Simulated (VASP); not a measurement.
Input of a VASP 6.6.1 run:

Contents of INCAR:

```
SYSTEM = Pt
  ALGO = Fast
  EDIFF = 1E-7
  ENCUT = 520
  GGA = PS
  ISIF = 2
  ISMEAR = 0
  LASPH = .TRUE.
  LCHARG = .TRUE.
  LELF = .TRUE.
  LREAL = .FALSE.
  LVHAR = .TRUE.
  LWAVE = .FALSE.
  NBANDS = 11
  NELM = 60
  PREC = Accurate
  SIGMA = 0.15
```

File KPOINTS:

```
k-points
0
G
  24 24 24
  0 0 0
```

File POSCAR:

```
Pt
1.0
    0.0000000000      2.2602304467      1.4691497903
    2.2602304467      0.0000000000      1.4691497903
    2.2602304467      2.2602304467      0.0000000000
Pt
1
Direct
    0.0000000000      0.0000000000      0.0000000000
```

Potentials or basis: VASP PAW PBE potentials, release 64 (Pt).

Command:

```sh
$ cat potpaw_PBE.64/Pt/POTCAR > POTCAR
$ mpirun -np 1 vasp_std > vasp.out
```

**Question.** What does it give for the band gap on the k mesh?

**Answer.** Zero (bands 5 and 6 overlap by 2.32 eV).

**Question.** Predict the pressure.

**Answer.** 3.1 GPa.

Stress tensor (GPa, compression positive):
```
 6.25  0.00  0.00
 0.00  6.25  0.00
 0.00  0.00 -3.31
```

Caveat: the cell stands under pressure; the PAW data sets were made with another functional, which shifts forces and pressure a little; spin-orbit coupling is left out, which moves the levels of the heavy elements.
